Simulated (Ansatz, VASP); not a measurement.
## One calculation of Ag, two programs

```
CELL_PARAMETERS angstrom
-1.58943 1.58943 1.52320
1.58943 -1.58943 1.52320
1.58943 1.58943 -1.52320
ATOMIC_POSITIONS crystal
Ag 0.00000 0.00000 0.00000
```

Change from the starting cell: strain -0.040 along x and y, -0.080 along z, atoms carried along.

Alike in both runs: task single point; functional PBEsol; k mesh 20 × 20 × 20; occupations gaussian, width 0.15 eV; no spin polarisation.

|  | VASP | Ansatz |
| --- | --- | --- |
| version | VASP 6.6.1 | Ansatz 0.2.0 |
| potentials or method | VASP PAW PBE potentials, release 64 (Ag), cutoff 520 eV | scalar-relativistic, plane waves, PAW |
| valence electrons in the cell | 11 | 19 |

|  | VASP | Ansatz | Ansatz less VASP |
| --- | --- | --- | --- |
| gap on the k mesh at the Fermi level (eV) | none | none | - |
| pressure (GPa) | 12.2 | 12.6 | +0.37 |
| traceless stress, the component that is largest in VASP (GPa) | -0.55 | -0.55 | -0.004 |

VASP's potentials were made for PBE, not for PBEsol. A gap of «none» marks a metal or a gap that the smearing closes. With one functional, cell and mesh, what is left measures potentials, basis and numerics. VASP's potentials hold 11 valence electrons a cell and Ansatz's 19, so a difference there can come from the potentials and not from the codes.
